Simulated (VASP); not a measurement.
# Sb (R-3m) in VASP: a series of runs

The runs below take Sb through single point, with PBEsol.

Everything below comes from runs of VASP 6.6.1. Logs are shortened: lines on timing, memory, paths and dates and some standing lists are left out, and cuts for length are marked.

## 1. The cell of the first run

It takes space group R-3m (No. 166, trigonal). The conventional cell has a = 4.322 Å, b = 4.322 Å, c = 11.064 Å, α = 90.00°, β = 90.00°, γ = 120.00°. Sb (site symmetry 3m) has 6 Sb at 2.93 to 3.30 Å within 3.9 Å.

## 2. Single point, PBEsol

The input, INCAR:

```
PREC = Accurate
ENCUT = 520
EDIFF = 1E-6
ISMEAR = 0
SIGMA = 0.1
LREAL = F
LASPH = T
NELM = 60
ALGO = Normal
ISIF = 2
LWAVE = F
LCHARG = F
GGA = PS
NBANDS = 12
```

The input, KPOINTS:

```
regular mesh
0
Gamma
  12 12 12
```

The input, POSCAR:

```
Sb
1.0
    2.1610468774      1.2476809964      3.6880788114
   -2.1610468774      1.2476809964      3.6880788114
    0.0000000000     -2.4953619928      3.6880788114
Sb
2
Direct
    0.2356869044      0.2356869044      0.2356869044
    0.7643130956      0.7643130956      0.7643130956
```

Potentials or basis: VASP PAW PBE potentials, release 64 (Sb).

Started as:

```bash
> cat potpaw_PBE.64/Sb/POTCAR > POTCAR
> mpirun -np 1 vasp_std > vasp.out
```

OUTCAR:

```text
PREC = Accurate
   ENCUT = 520
   EDIFF = 1E-6
   ISMEAR = 0
   LREAL = F
   LASPH = T
   NELM = 60
   ISIF = 2
   GGA = PS

 ion  position               nearest neighbor table
   1  0.236  0.236  0.236-   2 2.93   2 2.93   2 2.93   2 3.30   2 3.30   2 3.30
   2  0.764  0.764  0.764-   1 2.93   1 2.93   1 2.93   1 3.30   1 3.30   1 3.30

  LATTYP: Found a trigonal (rhomboedric) cell.
 ALAT       =     4.4529492243
 COS(alpha) =     0.5289544721

  Lattice vectors:

 A1 = (   2.1610468774,   1.2476809964,   3.6880788114)
 A2 = (  -2.1610468774,   1.2476809964,   3.6880788114)
 A3 = (   0.0000000000,  -2.4953619928,   3.6880788114)

Analysis of symmetry for initial positions (statically):
=====================================================================
 Subroutine PRICEL returns:
 Original cell was already a primitive cell.

 Routine SETGRP: Setting up the symmetry group for a
 trigonal (rhombohedral) supercell.

 Subroutine GETGRP returns: Found 12 space group operations
 (whereof 12 operations were pure point group operations)
 out of a pool of 12 trial point group operations.

The static configuration has the point symmetry D_3d.

Analysis of symmetry for dynamics (positions and initial velocities):
=====================================================================
 Subroutine PRICEL returns:
 Original cell was already a primitive cell.

 Routine SETGRP: Setting up the symmetry group for a
 trigonal (rhombohedral) supercell.

 Subroutine GETGRP returns: Found 12 space group operations
 (whereof 12 operations were pure point group operations)
 out of a pool of 12 trial point group operations.

The dynamic configuration has the point symmetry D_3d.

 Subroutine INISYM returns: Found 12 space group operations
 (whereof 12 operations are pure point group operations),
 and found     1 'primitive' translations

----------------------------------------------------------------------------------------

                                     Primitive cell

  volume of cell :      59.6649

  direct lattice vectors                    reciprocal lattice vectors
     2.161046877  1.247680996  3.688078811     0.231369345  0.133581153  0.090381293
    -2.161046877  1.247680996  3.688078811    -0.231369345  0.133581153  0.090381293
     0.000000000 -2.495361993  3.688078811     0.000000000 -0.267162307  0.090381293

  length of vectors
     4.452949224  4.452949224  4.452949224     0.282036303  0.282036303  0.282036303

  position of ions in fractional coordinates (direct lattice)
     0.235686904  0.235686904  0.235686904
     0.764313096  0.764313096  0.764313096

  ion indices of the primitive-cell ions
   primitive index   ion index
                 1           1
                 2           2

----------------------------------------------------------------------------------------

 KPOINTS: regular mesh

Automatic generation of k-mesh.
 Grid dimensions read from file:
 generate k-points for:   12   12   12

 Generating k-lattice:

  Cartesian coordinates                     Fractional coordinates (reciprocal lattice)
     0.019280779  0.011131763  0.007531774     0.083333333  0.000000000  0.000000000
    -0.019280779  0.011131763  0.007531774     0.000000000  0.083333333  0.000000000
     0.000000000 -0.022263526  0.007531774     0.000000000  0.000000000  0.083333333

  Length of vectors
     0.023503025  0.023503025  0.023503025

  Shift w.r.t. Gamma in fractional coordinates (k-lattice)
     0.000000000  0.000000000  0.000000000

 Subroutine IBZKPT returns following result:
 ===========================================

 Found    189 irreducible k-points:

 Following reciprocal coordinates:
            Coordinates               Weight
  0.000000  0.000000  0.000000      1.000000
  0.083333  0.000000  0.000000      6.000000
  0.166667  0.000000  0.000000      6.000000
  0.250000  0.000000  0.000000      6.000000
  0.333333  0.000000  0.000000      6.000000
  0.416667 -0.000000  0.000000      6.000000
[... 16 lines left out ...]
  0.500000  0.166667  0.000000     12.000000
 -0.416667  0.166667  0.000000     12.000000
 [... further k-points ...]
   k-points           NKPTS =    189   k-points in BZ     NKDIM =    189   number of bands    NBANDS=     12
   number of dos      NEDOS =    301   number of ions     NIONS =      2
   total plane-waves  NPLWV =  46656
   dimension x,y,z NGX =    36 NGY =   36 NGZ =   36
   dimension x,y,z NGXF=    72 NGYF=   72 NGZF=   72
   ions per type =               2
   NGX,Y,Z   is equivalent  to a cutoff of  13.44, 13.44, 13.44 a.u.
   NGXF,Y,Z  is equivalent  to a cutoff of  26.88, 26.88, 26.88 a.u.
 SYSTEM =  unknown system
   PREC   = accura    normal or accurate (medium, high low for compatibility)
   ISTART =      0    job   : 0-new  1-cont  2-samecut
   ICHARG =      2    charge: 1-file 2-atom 10-const
   ISPIN  =      1    spin polarized calculation?
   LNONCOLLINEAR =      F non collinear calculations
   LSORBIT =      F    spin-orbit coupling
   LASPH  =      T    aspherical Exc in radial PAW
   ENCUT  =  520.0 eV  38.22 Ry    6.18 a.u.   8.28  8.28  8.28*2*pi/ulx,y,z
   NELM   =     60;   NELMIN=  2; NELMDL= -5     # of ELM steps
   EDIFF  = 0.1E-05   stopping-criterion for ELM
   LREAL  =      F    real-space projection
   EDIFFG = 0.1E-04   stopping-criterion for IOM
   NSW    =      0    number of steps for IOM
   IBRION =     -1    ionic relax: 0-MD 1-quasi-New 2-CG
   NFREE  =      0    steps in history (QN), initial steepest desc. (CG)
   ISIF   =      2    stress and relaxation
   ISYM   =      2    0-nonsym 1-usesym 2-fastsym
   POTIM  = 0.5000    time-step for ionic-motion
   TEBEG  =    0.0;   TEEND  =   0.0 temperature during run
   PSTRESS=    0.0 pullay stress
   NELECT =      10.0000    total number of electrons
   NUPDOWN=      -1.0000    fix difference up-down
   EMIN   =  10.00;   EMAX   =-10.00  energy-range for DOS
   EFERMI =   0.00;   METHOD = LEGACY
   ISMEAR =     0;   SIGMA  =   0.10  broadening in eV -4-tet -1-fermi 0-gaus
   EFERMI_NEDOS =   21; number of points for ismear=-14 and -15
   IALGO  =     38    algorithm
   IMIX   =      4    mixing-type and parameters
     AMIX     =   0.40;   BMIX     =  1.00
     AMIX_MAG =   1.60;   BMIX_MAG =  1.00
  volume/ion in A,a.u.               =      29.83       201.32
  Fermi-wavevector in a.u.,A,eV,Ry     =   0.902613  1.705692 11.084815  0.814711
  Thomas-Fermi vector in A             =   2.025838
   LORBIT       =      0    0 simple, 1 ext, 2 COOP (PROOUT), +10 PAW based schemes
   GGA     = PS    functional components
   LHFCALC =     F    Hartree Fock is set to
   AEXX    =    0.0000 exact exchange contribution
   IVDW    =     0    specifies the selected vdW correction
   LEPSILON=     F    determine dielectric tensor
   LRPA    =     F    only Hartree local field effects (RPA)
 non-spin polarized calculation
 Gauss-broadening in eV      SIGMA  =   0.10
  energy-cutoff  :      520.00
  volume of cell :       59.66
 maximum number of plane-waves:      1618
 NGX is ok and might be reduce to    36
   NGX = 17   NGY = 17   NGZ = 17

 number of electron      10.0000000 magnetization

 Free energy of the ion-electron system (eV)
  ---------------------------------------------------
  ext. energy  EPLUGINS =         0.00000000
  ---------------------------------------------------
  free energy    TOTEN  =        -9.11769539 eV

  energy without entropy =       -9.11710113  energy(sigma->0) =       -9.11739826

 E-fermi :   7.2038     XC(G=0):  -9.7256

 val. band max:        7.0982987825   @ k =   0.2500   0.2500   0.1667
 cond. band min:       7.2106304391   @ k =  -0.4167   0.5000   0.4167
 fundamental gap:      0.1123316566
 Fermi energy:         7.2038186681

 k-point     1 :       0.0000    0.0000    0.0000
  band No.  band energies     occupation
      1      -5.5034      2.00000
      2       2.5373      2.00000
      3       5.2861      2.00000
      4       5.4360      2.00000
      5       5.4360      2.00000
      6       9.5433      0.00000
      7      10.0575      0.00000
      8      10.0575      0.00000
      9      12.1952      0.00000
     10      12.1952      0.00000
     11      12.3600      0.00000
     12      13.7425      0.00000

 k-point     2 :       0.0833    0.0000    0.0000
  band No.  band energies     occupation
      1      -5.4263      2.00000
      2       2.1597      2.00000
      3       5.3090      2.00000
      4       5.4258      2.00000
      5       5.6151      2.00000
      6       9.4606      0.00000
      7       9.8329      0.00000
      8       9.8373      0.00000
      9      11.8913      0.00000
     10      12.2239      0.00000
     11      12.2290      0.00000
     12      14.3217      0.00000

 k-point     3 :       0.1667    0.0000    0.0000
  band No.  band energies     occupation
      1      -5.1958      2.00000
      2       1.2940      2.00000
      3       5.3274      2.00000
      4       5.4056      2.00000
      5       5.9707      2.00000
      6       9.1061      0.00000
      7       9.2884      0.00000
      8       9.2991      0.00000
      9      11.7402      0.00000
     10      12.3142      0.00000
     11      12.5359      0.00000
     12      15.5105      0.00000

 k-point     4 :       0.2500    0.0000    0.0000
  band No.  band energies     occupation
      1      -4.8147      2.00000
      2       0.2560      2.00000
      3       5.3739      2.00000
      4       5.3969      2.00000
      5       6.2661      2.00000
      6       8.5235      0.00000
      7       8.6516      0.00000
      8       8.6561      0.00000
      9      12.1491      0.00000
     10      12.8299      0.00000
     11      13.1945      0.00000
     12      16.9996      0.00000

 k-point     5 :       0.3333    0.0000    0.0000
  band No.  band energies     occupation
      1      -4.2895      2.00000
      2      -0.8021      2.00000
      3       5.4142      2.00000
      4       5.4661      2.00000
      5       6.4928      2.00000
      6       7.9046      0.00000
      7       8.0719      0.00000
      8       8.0931      0.00000
      9      12.9674      0.00000
     10      13.7207      0.00000
     11      14.1232      0.00000
     12      17.9698      0.00000
[... 228 lines left out ...]
      1      -4.4289      2.00000
      2      -0.1126      2.00000
      3       4.1975      2.00000
      4       4.5748      2.00000
      5       5.5313      2.00000
      6       9.0127      0.00000
      7       9.7394      0.00000
      8      10.1023      0.00000
      9      11.0586      0.00000
     10      14.4412      0.00000
     11      14.7799      0.00000
     12      16.2891      0.00000

 k-point    22 :       0.4167    0.1667    0.0000
  band No.  band energies     occupation
      1      -3.8818      2.00000
      2      -1.0288      2.00000
      3       4.0099      2.00000
      4       4.5858      2.00000
      5       5.2559      2.00000
      6       9.1860      0.00000
      7       9.3528      0.00000
      8       9.8378      0.00000
      9      11.6404      0.00000
     10      15.2725      0.00000
     11      15.9058      0.00000
     12      16.6539      0.00000

 k-point    23 :       0.5000    0.1667    0.0000
  band No.  band energies     occupation
      1      -3.2304      2.00000
      2      -1.9149      2.00000
      3       3.7452      2.00000
      4       4.7564      2.00000
      5       5.3027      2.00000
      6       8.7133      0.00000
      7       8.9677      0.00000
      8      10.0523      0.00000
      9      12.7081      0.00000
     10      15.3078      0.00000
     11      16.2035      0.00000
     12      16.3920      0.00000

 k-point    24 :      -0.4167    0.1667    0.0000
  band No.  band energies     occupation
      1      -2.9462      2.00000
      2      -2.2590      2.00000
      3       3.5392      2.00000
      4       5.0938      2.00000
      5       5.5470      2.00000
      6       8.1908      0.00000
      7       8.5901      0.00000
      8      10.3869      0.00000
      9      13.8292      0.00000
     10      14.2466      0.00000
     11      14.8953      0.00000
     12      17.5077      0.00000

 [... further k-points ...]
[... 5 lines left out ...]
  --------------------------------------------------------------------------------------
  -------------------------------------------------------------------------------------
  Total        0.0668664      0.0668664      0.0446451      0.0000000      0.0000000      0.0000000
  in kB        1.7955575      1.7955575      1.1988516      0.0000000      0.0000000      0.0000000
  external PRESSURE =       1.5966555 kB  Pullay stress =       0.0000000 kB

 VOLUME and BASIS-vectors are now :
 -----------------------------------------------------------------------------
  energy-cutoff  :      520.00
  volume of cell :       59.66
      direct lattice vectors                 reciprocal lattice vectors
     2.161046877  1.247680996  3.688078811     0.231369345  0.133581153  0.090381293
    -2.161046877  1.247680996  3.688078811    -0.231369345  0.133581153  0.090381293
     0.000000000 -2.495361993  3.688078811     0.000000000 -0.267162307  0.090381293

 POSITION                                       TOTAL-FORCE (eV/Angst)
 -----------------------------------------------------------------------------------
      0.00000      0.00000      2.60770         0.000000      0.000000      0.047303
      0.00000      0.00000      8.45654         0.000000     -0.000000     -0.047303
 -----------------------------------------------------------------------------------
    total drift:                                0.000000     -0.000000     -0.000000

  FREE ENERGIE OF THE ION-ELECTRON SYSTEM (eV)
  ---------------------------------------------------
  free  energy   TOTEN  =        -9.1176953854 eV

  energy  without entropy=       -9.1171011291  energy(sigma->0) =       -9.11739826
```

Wall time 58 s (1 thread of Intel Xeon Platinum 8488C (Sapphire Rapids), shared host); peak memory 0.27 GiB.

What came out:

```
Free energy            : -9.1177 eV
Pressure               : 0.2 GPa
Largest force          : 0.047 eV/Å
Band gap on the k mesh : zero (band 5 reaches 7.32 eV, above the bottom of band 6 at 7.05 eV)
```

Forces in eV/Å, atoms in the order of the input:
```
Sb   0.000  0.000  0.047
Sb   0.000  0.000 -0.047
```

Levels at points of the mesh, in eV from the Fermi level:
```tsv
k point	band 1	band 2	band 3	band 4	band 5	band 6	band 7	band 8	band 9	band 10
(0.00, 0.00, 0.00)	-12.71	-4.67	-1.92	-1.77	-1.77	2.34	2.85	2.85	4.99	4.99
(0.50, 0.00, 0.00)	-10.29	-9.66	-1.74	-1.56	-0.25	-0.16	0.25	0.37	7.83	8.54
(0.50, 0.50, 0.00)	-10.29	-7.86	-5.52	-3.72	-3.68	1.59	5.11	5.52	7.16	8.87
(0.50, 0.50, 0.50)	-10.98	-9.08	-1.22	-1.22	-0.45	0.02	0.02	1.01	7.27	8.86
```

Caveat: the PAW data sets were made with another functional, which shifts forces and pressure a little; spin-orbit coupling is left out, which moves the levels of the heavy elements.

## 3. Single point, PBEsol

The input, INCAR:

```
PREC = Accurate
ENCUT = 500
EDIFF = 1E-6
ISMEAR = 0
SIGMA = 0.1
LREAL = F
LASPH = T
NELM = 120
ALGO = Normal
ISIF = 2
LWAVE = F
LCHARG = F
GGA = PS
NBANDS = 22
GGA_COMPAT = F
```

KPOINTS is that of step 2.

POSCAR is that of step 2.

Potentials or basis: VASP PAW PBE potentials, release 64 (Sb_d_GW).

Started as:

```bash
> cat potpaw_PBE.64/Sb_d_GW/POTCAR > POTCAR
> mpirun -np 1 vasp_std > vasp.out
```

It took 1.9 min on 1 thread of Intel Xeon Platinum 8375C at 2.90GHz (Ice Lake), shared host; peak memory 0.36 GiB.

It converged, with:

- Free energy: -9.1636 eV
- Pressure: -0.1 GPa
- Band gap on the k mesh: zero (band 15 reaches 5.37 eV, above the bottom of band 16 at 5.11 eV)

Forces on the atoms (eV/Å):
```
Sb   0.000  0.000 -0.002
Sb   0.000  0.000  0.002
```

Levels at points of the mesh, in eV from the Fermi level:
| k point | band 12 | band 13 | band 14 | band 15 | band 16 | band 17 | band 18 | band 19 |
| --- | --- | --- | --- | --- | --- | --- | --- | --- |
| (0.00, 0.00, 0.00) | -4.70 | -1.92 | -1.76 | -1.76 | 2.36 | 2.85 | 2.85 | 5.05 |
| (0.50, 0.00, 0.00) | -9.67 | -1.72 | -1.56 | -0.27 | -0.15 | 0.25 | 0.36 | 7.86 |
| (0.50, 0.50, 0.00) | -7.86 | -5.53 | -3.72 | -3.67 | 1.62 | 5.09 | 5.51 | 7.14 |
| (0.50, 0.50, 0.50) | -9.10 | -1.21 | -1.21 | -0.43 | 0.02 | 0.02 | 0.97 | 7.30 |

Caveat: the PAW data sets were made with another functional, which shifts forces and pressure a little; spin-orbit coupling is left out, which moves the levels of the heavy elements.
